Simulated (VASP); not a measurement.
Wanted: the native input for a VASP 6.6.1 run.

```yaml
Task: relaxation of cell and atoms
Functional: PBE
Potentials_or_basis: VASP PAW PBE potentials, release 64 (Bi_d)
Cutoff: 600 eV
k_mesh: 13 × 13 × 13
Occupations: fermi-dirac, width 0.08 eV
Spin: no spin polarisation
Target_pressure: 6.3 GPa
Dipole_correction: no
Further_INCAR_settings: ALGO = Normal; EDIFF = 1e-06; IBRION = 2; EDIFFG = -0.005; NSW = 60; ISIF = 3
```

The structure of Bi lies in POSCAR:

```
Bi
1.0
   -2.9957601105      2.9957601105      1.6476680608
    2.9957601105     -2.9957601105      1.6476680608
    2.9957601105      2.9957601105     -1.6476680608
Bi
2
Direct
   -0.3750000000     -0.1250000000     -0.2500000000
    0.3750000000      0.1250000000      0.2500000000
```

These files were run (other wordings do the same):

INCAR

```
SYSTEM = Bi
ALGO     = Normal         ! electronic algorithm
EDIFF    = 1E-6           ! SCF threshold, eV
EDIFFG   = -0.005         ! ionic threshold
ENCUT    = 600            ! plane-wave cutoff, eV
GGA      = PE             ! functional
IBRION   = 2              ! ionic algorithm
ISIF     = 3              ! what is computed and relaxed
ISMEAR   = -1             ! smearing method
LASPH    = .TRUE.         ! aspherical terms in the spheres
LCHARG   = .FALSE.        ! write CHGCAR
LREAL    = .FALSE.        ! projectors in reciprocal space
LWAVE    = .FALSE.        ! write WAVECAR
NELM     = 80             ! most SCF steps
NSW      = 60             ! ionic steps
PREC     = Accurate       ! precision mode
PSTRESS  = 63.0         
SIGMA    = 0.08           ! smearing width, eV
```

KPOINTS

```
k-points
0
G
  13 13 13
  0 0 0
```

Potentials or basis: VASP PAW PBE potentials, release 64 (Bi_d).

Command:

```console
$ cat potpaw_PBE.64/Bi_d/POTCAR > POTCAR
$ mpirun -np 1 vasp_std > vasp.out
```

It gave:

```json
{
  "Relaxed volume": "30.73 Å³/atom",
  "Relaxed cell": "a = 4.643 Å, b = 4.643 Å, c = 4.643 Å, α = 97.03°, β = 97.03°, γ = 139.03°",
  "Space group after relaxing (to 0.1 Å)": "I4_1/amd (No. 141)",
  "Energy change on relaxing (the run minimises the enthalpy)": "-64.8 meV/atom",
  "Ionic steps": "7",
  "Pressure after relaxing": "6.3 GPa",
  "Band gap on the k mesh": "zero (bands 15 and 16 overlap by 5.93 eV)"
}
```

Caveat: the cell is relaxed towards a set pressure, so the run minimises the enthalpy, not the energy; spin-orbit coupling is left out, which moves the levels of the heavy elements.

Run time: 24 min on 1 thread of Intel Xeon 8259CL, with other jobs on the host, peak memory 0.38 GiB.
